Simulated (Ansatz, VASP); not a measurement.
# AlN in VASP and in Ansatz

POSCAR

```
AlN
1.0
    3.0134929461      0.0000000000      0.0000000000
   -1.5067464730      2.6097614454      0.0000000000
    0.0000000000      0.0000000000      5.0552598016
Al N
2 2
Direct
    0.3333333333      0.6666666667      0.0007001085
    0.6666666667      0.3333333333      0.5007001085
    0.3333333333      0.6666666667      0.3742998915
    0.6666666667      0.3333333333      0.8742998915
```

Contents of INCAR.step1:

```
ALGO = Normal
EDIFF = 1E-5
ENCUT = 520
GGA = PE
GGA_COMPAT = F
ISIF = 2
ISMEAR = 0
LASPH = T
LCHARG = F
LREAL = F
LWAVE = T
NBANDS = 16
NELM = 120
PREC = Accurate
SIGMA = 0.01
```

Contents of INCAR.step2:

```
ALGO = Normal
EDIFF = 1E-6
ENCUT = 520
GGA = PE
GGA_COMPAT = F
HFSCREEN = 0.2079
ISIF = 2
ISMEAR = 0
ISTART = 1
LASPH = T
LCHARG = F
LHFCALC = T
LREAL = F
LWAVE = F
NBANDS = 16
NELM = 120
PREC = Accurate
PRECFOCK = Normal
SIGMA = 0.01
```

KPOINTS

```
k-points
0
Gamma
  6 6 4
```

Input for Ansatz:

```yaml
crystal:
  lattice:
    - [3.0134929461, 0.0, 0.0]
    - [-1.506746473, 2.6097614454, 0.0]
    - [0.0, 0.0, 5.0552598016]
  atoms:
    - { symbol: Al, position: [0.3333333333, 0.6666666667, 0.0007001085] }
    - { symbol: Al, position: [0.6666666667, 0.3333333333, 0.5007001085] }
    - { symbol: "N", position: [0.3333333333, 0.6666666667, 0.3742998915] }
    - { symbol: "N", position: [0.6666666667, 0.3333333333, 0.8742998915] }
kpoints:
  mp_grid: { grid: [6, 6, 4] }
  band_path:
    path:
      - [0.0, 0.0, 0.0]
      - [0.5, 0.0, 0.0]
      - [0.3333333333, 0.3333333333, 0.0]
      - [0.0, 0.0, 0.5]
      - [0.5, 0.0, 0.5]
      - [0.3333333333, 0.3333333333, 0.5]
      - [-0.002604, 0.0, 0.0]
    npoints: 1
hamiltonian:
  xc: hse06
scf:
  occupations: { method: fixed }
  n_extra_bands: 5
output:
  forces: true
  stress: true
  eigenvalues: true
```

Change from the starting cell: epitaxial_xy strain -3.0%.

Alike in both runs: task single point; functional HSE06; k mesh 6 × 6 × 4; no spin polarisation.

|  | VASP | Ansatz |
| --- | --- | --- |
| version | VASP 6.6.1 | Ansatz 0.2.0 |
| potentials or method | VASP PAW PBE potentials, release 64 (Al, N) | plane waves, PAW |
| plane-wave cutoff (eV) | 520 | 420 |
| occupations | gaussian, width 0.01 eV | fixed |
| valence electrons in the cell | 16 | 16 |

```csv
,VASP,Ansatz,Ansatz less VASP
gap on the k mesh at the Fermi level (eV),6.04,6.05,+0.006
pressure (GPa),10.2,10.3,+0.09
"traceless stress, the component that is largest in VASP (GPa)",-11.08,-11.05,+0.028
```

Ansatz's warnings: stress exchange threshold loose, stress scf threshold loose.
